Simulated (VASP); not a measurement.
Set up this calculation in VASP 6.6.1, as the native input.

```yaml
Task: single point
Functional: PBEsol
Potentials_or_basis: VASP PAW PBE potentials, release 64 (Sc_sv, Nb_sv)
Cutoff: 520 eV
k_mesh: 6 × 6 × 4
Occupations: gaussian, width 0.1 eV
Spin: no spin polarisation
Dipole_correction: no
Further_INCAR_settings: ALGO = Normal; EDIFF = 1e-07; NBANDS = 19
```

The structure of ScNb lies in POSCAR:

```
ScNb
1.0
    3.0656443612      0.0000000000      0.0000000000
   -1.5328221806      2.6549258957      0.0000000000
    0.0000000000      0.0000000000      5.0721940000
Sc Nb
1 1
Direct
    0.0000000000      0.0000000000      0.0000000000
    0.3333333333      0.6666666667      0.5000000000
```

The input as run:

INCAR

```
SYSTEM = ScNb
PREC = Accurate
ENCUT = 520
EDIFF = 1E-7
ISMEAR = 0
SIGMA = 0.1
LREAL = .False.
LASPH = .True.
NELM = 60
ALGO = Normal
ISIF = 2
LWAVE = .False.
LCHARG = .False.
GGA = PS
NBANDS = 19
```

KPOINTS

```
regular mesh
0
Gamma
  6 6 4
  0 0 0
```

Potentials or basis: VASP PAW PBE potentials, release 64 (Sc_sv, Nb_sv).

Run with:

```console
$ cat potpaw_PBE.64/Sc_sv/POTCAR potpaw_PBE.64/Nb_sv/POTCAR > POTCAR
$ mpirun -np 1 vasp_std > vasp.out
```

Results of the run:

```yaml
Pressure: -4.4 GPa
Band_gap_on_the_k_mesh: zero (band 12 reaches 7.67 eV, above the bottom of band 13 at 6.70 eV)
```

Caveat: the k points lie up to 0.39 Å⁻¹ apart; the PAW data sets were made with another functional, which shifts forces and pressure a little.

Run time: 33 s on 1 thread of AMD EPYC 7R43 64-Core Processor (Zen 3), on a shared host, peak memory 0.12 GiB.
